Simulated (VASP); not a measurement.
# SiO2 (P4_2/mnm) in VASP: vibrations by perturbation theory with LDA

Aim: the vibrations by perturbation theory of SiO2 with LDA.

Everything below comes from runs of VASP 6.6.1. Logs are shortened: lines on timing, memory, paths and dates and some standing lists are left out, and cuts for length are marked.

## Step 1: The cell of the first run

It takes space group P4_2/mnm (No. 136, tetragonal). The conventional cell has a = 4.155 Å, b = 4.155 Å, c = 2.661 Å, α = 90.00°, β = 90.00°, γ = 90.00°. Si (site symmetry mmm) has 6 O at 1.75 to 1.80 Å within 2.3 Å. O (site symmetry m2m) has 3 Si at 1.75 to 1.80 Å and 1 O at 2.28 Å within 2.3 Å.

## Step 2: Vibrations by perturbation theory, LDA

Contents of INCAR:

```
PREC     = Accurate       # precision mode
ENCUT    = 520            # plane-wave cutoff, eV
EDIFF    = 1E-8           # SCF threshold, eV
ISMEAR   = 0              # smearing method
SIGMA    = 0.05           # smearing width, eV
LREAL    = F              # projectors in reciprocal space
LASPH    = T              # aspherical terms in the spheres
NELM     = 80             # most SCF steps
ALGO     = Normal         # electronic algorithm
ISIF     = 2              # what is computed and relaxed
LWAVE    = F              # write WAVECAR
LCHARG   = F              # write CHGCAR
GGA      = CA             # functional
IBRION   = 8              # ionic algorithm
NSW      = 1              # ionic steps
```

Contents of KPOINTS:

```
Automatic mesh
0
Gamma
  6 6 8
```

Contents of POSCAR:

```
SiO2
1.0
    4.1551517022      0.0000000000      0.0000000000
    0.0000000000      4.1551517022      0.0000000000
    0.0000000000      0.0000000000      2.6613102772
Si O
2 4
Direct
    0.5000000000      0.5000000000      0.5000000000
    0.0000000000      0.0000000000      0.0000000000
    0.6944252994      0.6944252994      0.0000000000
    0.1944252994      0.8055747006      0.5000000000
    0.3055747006      0.3055747006      0.0000000000
    0.8055747006      0.1944252994      0.5000000000
```

Potentials or basis: VASP PAW LDA potentials, release 64 (Si, O).

The run is started by

```bash
cat potpaw_LDA.64/Si/POTCAR potpaw_LDA.64/O/POTCAR > POTCAR
mpirun -np 1 vasp_std > vasp.out
```

OUTCAR:

```text
PREC = Accurate
   ENCUT = 520
   EDIFF = 1E-8
   ISMEAR = 0
   LREAL = F
   LASPH = T
   NELM = 80
   ISIF = 2
   GGA = CA
   IBRION = 8
   NSW = 1

 ion  position               nearest neighbor table
   1  0.500  0.500  0.500-   3 1.75   5 1.75   3 1.75   5 1.75   4 1.80   6 1.80
   2  0.000  0.000  0.000-   4 1.75   6 1.75   4 1.75   6 1.75   5 1.80   3 1.80
   3  0.694  0.694  0.000-   1 1.75   1 1.75   2 1.80
   4  0.194  0.806  0.500-   2 1.75   2 1.75   1 1.80
   5  0.306  0.306  0.000-   1 1.75   1 1.75   2 1.80
   6  0.806  0.194  0.500-   2 1.75   2 1.75   1 1.80

  LATTYP: Found a simple tetragonal cell.
 ALAT       =     4.1551517022
 C/A-ratio  =     0.6404845040

  Lattice vectors:

 A1 = (   4.1551517022,   0.0000000000,   0.0000000000)
 A2 = (   0.0000000000,   4.1551517022,   0.0000000000)
 A3 = (   0.0000000000,   0.0000000000,   2.6613102772)

Analysis of symmetry for initial positions (statically):
=====================================================================
 Subroutine PRICEL returns:
 Original cell was already a primitive cell.

 Routine SETGRP: Setting up the symmetry group for a
 simple tetragonal supercell.

 Subroutine GETGRP returns: Found 16 space group operations
 (whereof  8 operations were pure point group operations)
 out of a pool of 16 trial point group operations.

The static configuration has the point symmetry D_2h.
 The point group associated with its full space group is D_4h.

Analysis of symmetry for dynamics (positions and initial velocities):
=====================================================================
 Subroutine PRICEL returns:
 Original cell was already a primitive cell.

 Routine SETGRP: Setting up the symmetry group for a
 simple tetragonal supercell.

 Subroutine GETGRP returns: Found 16 space group operations
 (whereof  8 operations were pure point group operations)
 out of a pool of 16 trial point group operations.

The dynamic configuration has the point symmetry D_2h.
 The point group associated with its full space group is D_4h.

 Subroutine INISYM returns: Found 16 space group operations
 (whereof  8 operations are pure point group operations),
 and found     1 'primitive' translations

----------------------------------------------------------------------------------------

                                     Primitive cell

  volume of cell :      45.9483

[... 723 lines left out ...]
     4.155151702  0.000000000  0.000000000     0.240665100  0.000000000  0.000000000
     0.000000000  4.155151702  0.000000000     0.000000000  0.240665100  0.000000000
     0.000000000  0.000000000  2.661310277     0.000000000  0.000000000  0.375754758

 POSITION                                       TOTAL-FORCE (eV/Angst)
 -----------------------------------------------------------------------------------
      2.07758      2.07758      1.33066         0.000000      0.000000     -0.000000
      0.00000      0.00000      0.00000         0.000000      0.000000     -0.000000
      2.88544      2.88544      0.00000         0.024369      0.024369     -0.000000
      0.80787      3.34729      1.33066         0.024369     -0.024369     -0.000000
      1.26971      1.26971      0.00000        -0.024369     -0.024369      0.000000
      3.34729      0.80787      1.33066        -0.024369      0.024369     -0.000000
 -----------------------------------------------------------------------------------
    total drift:                                0.000000      0.000000     -0.000000

  FREE ENERGIE OF THE ION-ELECTRON SYSTEM (eV)
  ---------------------------------------------------
  free  energy   TOTEN  =       -51.9695350541 eV

  energy  without entropy=      -51.9695350541  energy(sigma->0) =      -51.96953505

[... ionic steps 2 to 9 ...]

--------------------------------------- Ionic step       10  -------------------------------------------

------------------------ aborting loop because EDIFF is reached ----------------------------------------

[... ionic steps 11 to 11 ...]

--------------------------------------- Ionic step       12  -------------------------------------------

 Free energy of the ion-electron system (eV)
  ---------------------------------------------------
  ---------------------------------------------------
  free energy    TOTEN  =        -0.34988667 eV

  energy without entropy =       -0.34988667

------------------------ aborting loop because EDIFF is reached ----------------------------------------

 INTERNAL STRAIN TENSOR  FOR ION    3  DIRECTION 3   (eV/Angst):
 -----------------------------------------------------------------------------
     0.00464 -0.00280 -3.55233
    -0.00280  0.00464 -3.55233
    -3.11571 -3.11571  0.00440

 INTERNAL STRAIN TENSOR FOR ION    6 for displacements in x,y,z  (eV/Angst):
          X           Y           Z          XY          YZ          ZX
  --------------------------------------------------------------------------------
  x     8.86535     4.02674     1.07696    -1.70427     0.00000     0.00000
  y    -4.02674    -8.86535    -1.07696     1.69395     0.00000     0.00000
  z     0.00000     0.00000     0.00000     0.00000    -3.11571     3.55233

 SECOND DERIVATIVES (NOT SYMMETRIZED)
 ------------------------------------
               1X          1Y          1Z          2X          2Y          2Z          3X          3Y          3Z          4X          4Y          4Z          5X          5Y          5Z          6X          6Y          6Z
  1X   -32.750746   -7.873534    0.000000   15.204644    0.014423    0.000000    7.809001    5.053041    0.000000    0.964050   -1.123485    0.000000    7.809001    5.053041    0.000000    0.964050   -1.123485    0.000000
  1Y    -7.873534  -32.750746    0.000000    0.014423   15.204644    0.000000    5.053041    7.809001    0.000000   -1.123485    0.964050    0.000000    5.053041    7.809001    0.000000   -1.123485    0.964050    0.000000
  1Z     0.000000    0.000000  -24.397560    0.000000    0.000000   -0.046802    0.000000    0.000000   10.907083    0.000000    0.000000    1.315099    0.000000    0.000000   10.907083    0.000000    0.000000    1.315099
  2X    15.204644   -0.014423    0.000000  -32.750746    7.873534    0.000000    0.964050    1.123485    0.000000    7.809001   -5.053041    0.000000    0.964050    1.123485    0.000000    7.809001   -5.053041    0.000000
  2Y    -0.014423   15.204644    0.000000    7.873534  -32.750746    0.000000    1.123485    0.964050    0.000000   -5.053041    7.809001    0.000000    1.123485    0.964050    0.000000   -5.053041    7.809001    0.000000
  2Z     0.000000    0.000000   -0.046802    0.000000    0.000000  -24.397560    0.000000    0.000000    1.315099    0.000000    0.000000   10.907083    0.000000    0.000000    1.315099    0.000000    0.000000   10.907083
  3X     7.806023    5.060889    0.000000    0.961927    1.113441    0.000000  -22.896912  -11.022369    0.000000    9.377037   -0.195871    0.000000    4.703044    4.850556    0.000000    0.048882    0.193354    0.000000
  3Y     5.060889    7.806023    0.000000    1.113441    0.961927    0.000000  -11.022369  -22.896912    0.000000    0.193354    0.048882    0.000000    4.850556    4.703044    0.000000   -0.195871    9.377037    0.000000
  3Z     0.000000    0.000000   10.902997    0.000000    0.000000    1.306417    0.000000    0.000000  -20.616524    0.000000    0.000000    4.301034    0.000000    0.000000   -0.194959    0.000000    0.000000    4.301034
  4X     0.961927   -1.113441    0.000000    7.806023   -5.060889    0.000000    9.377037    0.195871    0.000000  -22.896912   11.022369    0.000000    0.048882   -0.193354    0.000000    4.703044   -4.850556    0.000000
  4Y    -1.113441    0.961927    0.000000   -5.060889    7.806023    0.000000   -0.193354    0.048882    0.000000   11.022369  -22.896912    0.000000    0.195871    9.377037    0.000000   -4.850556    4.703044    0.000000
  4Z     0.000000    0.000000    1.306417    0.000000    0.000000   10.902997    0.000000    0.000000    4.301034    0.000000    0.000000  -20.616524    0.000000    0.000000    4.301034    0.000000    0.000000   -0.194959
  5X     7.806023    5.060889    0.000000    0.961927    1.113441    0.000000    4.703044    4.850556    0.000000    0.048882    0.193354    0.000000  -22.896912  -11.022369    0.000000    9.377037   -0.195871    0.000000
  5Y     5.060889    7.806023    0.000000    1.113441    0.961927    0.000000    4.850556    4.703044    0.000000   -0.195871    9.377037    0.000000  -11.022369  -22.896912    0.000000    0.193354    0.048882    0.000000
  5Z     0.000000    0.000000   10.902997    0.000000    0.000000    1.306417    0.000000    0.000000   -0.194959    0.000000    0.000000    4.301034    0.000000    0.000000  -20.616524    0.000000    0.000000    4.301034
  6X     0.961927   -1.113441    0.000000    7.806023   -5.060889    0.000000    0.048882   -0.193354    0.000000    4.703044   -4.850556    0.000000    9.377037    0.195871    0.000000  -22.896912   11.022369    0.000000
  6Y    -1.113441    0.961927    0.000000   -5.060889    7.806023    0.000000    0.195871    9.377037    0.000000   -4.850556    4.703044    0.000000   -0.193354    0.048882    0.000000   11.022369  -22.896912    0.000000
  6Z     0.000000    0.000000    1.306417    0.000000    0.000000   10.902997    0.000000    0.000000    4.301034    0.000000    0.000000   -0.194959    0.000000    0.000000    4.301034    0.000000    0.000000  -20.616524

 Eigenvectors and eigenvalues of the dynamical matrix
 ----------------------------------------------------

   1 f  =   28.504065 THz   179.096320 2PiTHz  950.793255 cm-1   117.883286 meV
             X         Y         Z           dx          dy          dz
      2.077576  2.077576  1.330655    -0.000000   -0.000000   -0.000000
      0.000000  0.000000  0.000000    -0.000000    0.000000    0.000000
      2.885442  2.885442  0.000000     0.353553    0.353553    0.000000
      0.807867  3.347285  1.330655    -0.353553    0.353553   -0.000000
      1.269709  1.269709  0.000000    -0.353553   -0.353553    0.000000
      3.347285  0.807867  1.330655     0.353553   -0.353553   -0.000000
[... 145 lines left out ...]
  18 f/i=    0.005210 THz     0.032732 2PiTHz    0.173771 cm-1     0.021545 meV
             X         Y         Z           dx          dy          dz
      2.077576  2.077576  1.330655     0.000000    0.000000    0.483302
      0.000000  0.000000  0.000000     0.000000    0.000000    0.483302
      2.885442  2.885442  0.000000     0.000000    0.000000    0.364979
      0.807867  3.347285  1.330655     0.000000    0.000000    0.364979
      1.269709  1.269709  0.000000     0.000000    0.000000    0.364979
      3.347285  0.807867  1.330655     0.000000    0.000000    0.364979

--------------------------------------------------------------------------------------------------------

 ELASTIC MODULI CONTR FROM IONIC RELAXATION (kBar)
 Direction    XX          YY          ZZ          XY          YZ          ZX
 --------------------------------------------------------------------------------
 XX        -928.9843    242.2269    -57.3695     -0.0000      0.0000      0.0000
 YY         242.2269   -928.9843    -57.3695      0.0000     -0.0000     -0.0000
 ZZ         -57.3695    -57.3695     -9.5849     -0.0000      0.0000      0.0000
 XY          -0.0000      0.0000     -0.0000    -15.1409      0.0000     -0.0000
 YZ           0.0000     -0.0000      0.0000      0.0000    -66.3020      0.0000
 ZX           0.0000     -0.0000      0.0000     -0.0000      0.0000    -86.1863
 --------------------------------------------------------------------------------
```

Run time: 7.4 min. Hardware: 1 thread of Intel Xeon 8259CL, shared host; peak memory 0.41 GiB.

What came out:

```yaml
Highest_phonon_frequency_at_Γ_LO-TO_splitting_left_out: 951 cm⁻¹
```

Phonon frequencies in cm⁻¹ (negative: imaginary):
```
              q point                                                        frequencies
(0.000, 0.000, 0.000)  0 0 0 218 386 469 469 589 589 591 591 593 666 757 766 827 827 951
```

Caveat: the cell stands under pressure or tension, which shifts response properties.
